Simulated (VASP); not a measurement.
Set up this calculation in VASP 6.6.1, as the native input.

```yaml
Task: single point
Functional: r2SCAN
Potentials_or_basis: VASP PAW PBE potentials, release 64 (Sb)
Cutoff: 550 eV
k_mesh: 9 × 9 × 9
Occupations: fermi-dirac, width 0.1 eV
Spin: no spin polarisation
Dipole_correction: no
Further_INCAR_settings: ALGO = Normal; EDIFF = 1e-06; NBANDS = 12
```

Crystal: Sb.

```xyz
2
Lattice="0.0000 3.4272 3.4272 3.4272 0.0000 3.4272 3.4272 3.4272 0.0000" Properties=species:S:1:pos:R:3 pbc="T T T"
Sb    0.8568    0.8568    0.8568
Sb    5.9976    5.9976    5.9976
```

This isn't the form of Sb at room conditions, which is rhombohedral.

The input as run:

POSCAR

```
Sb
1.0
    0.0000000000      3.4271765785      3.4271765785
    3.4271765785      0.0000000000      3.4271765785
    3.4271765785      3.4271765785      0.0000000000
Sb
2
Direct
    0.1250000000      0.1250000000      0.1250000000
    0.8750000000      0.8750000000      0.8750000000
```

INCAR.step1

```
SYSTEM = Sb
PREC = Accurate
ENCUT = 550
ISMEAR = -1
SIGMA = 0.1
LREAL = .False.
LASPH = .True.
NELM = 120
NBANDS = 12
GGA = PE
ALGO = Normal
EDIFF = 1E-5
LWAVE = .True.
LCHARG = .False.
GGA_COMPAT = .False.
```

INCAR.step2

```
SYSTEM = Sb
PREC = Accurate
ENCUT = 550
EDIFF = 1E-6
ISMEAR = -1
SIGMA = 0.1
LREAL = .False.
LASPH = .True.
NELM = 120
ALGO = Normal
ISIF = 2
LWAVE = .False.
LCHARG = .False.
METAGGA = R2SCAN
LMIXTAU = .True.
NBANDS = 12
ISTART = 1
GGA_COMPAT = .False.
```

KPOINTS

```
Automatic mesh
0
Gamma
  9 9 9
  0 0 0
```

Potentials or basis: VASP PAW PBE potentials, release 64 (Sb).

Command:

```sh
$ cat potpaw_PBE.64/Sb/POTCAR > POTCAR
$ cp INCAR.step1 INCAR
$ mpirun -np 1 vasp_std > vasp.out
$ cp INCAR.step2 INCAR
$ mpirun -np 1 vasp_std > vasp.out
```

It gave:

| Quantity | Value |
| --- | --- |
| Pressure | 1.5 GPa |
| Band gap on the k mesh | zero (bands 5 and 6 overlap by 0.96 eV) |

Caveat: the PAW data sets were made with another functional, which shifts forces and pressure a little; spin-orbit coupling is left out, which moves the levels of the heavy elements.

Run time: 77 s on 1 thread of AMD EPYC 9R45 96-Core Processor (Zen 5) (shared host), peak memory 0.22 GiB.
